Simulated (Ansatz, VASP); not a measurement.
**Two plane-wave programs on Zr7B**

```xyz
8
Lattice="4.3288 2.4992 2.6842 -4.3288 2.4992 2.6842 0.0000 -4.9984 2.6842" Properties=species:S:1:pos:R:3 pbc="T T T"
Zr    0.5844    3.1697    4.0218
Zr   -3.0373   -1.0788    4.0218
Zr   -2.4529    2.0910    4.0307
Zr    3.0373    1.0788    4.0307
Zr   -0.5844   -3.1697    4.0307
Zr    2.4529   -2.0910    4.0218
Zr    0.0000    0.0000    4.0262
B     0.0000    0.0000    0.0000
```

Alike in both runs: functional PBE; k mesh 6 × 6 × 6; occupations gaussian, width 0.1 eV; no spin polarisation.

Ansatz relaxed the structure, and its values are those at the end. VASP's run is a single point on that final structure, the one shown.

```csv
,VASP,Ansatz
version,VASP 6.6.1,Ansatz 0.2.0
potentials or method,"VASP PAW PBE potentials, release 64 (Zr_sv, B), cutoff 520 eV","scalar-relativistic, plane waves, PAW"
valence electrons in the cell,87,87
```

```tsv
	VASP	Ansatz	Ansatz less VASP
gap on the k mesh at the Fermi level (eV)	none	none	-
pressure (GPa)	0.0	0.0	-0.03
```

A gap of «none» marks a metal or a gap that the smearing closes. With one functional, cell and mesh, what is left measures potentials, basis and numerics.
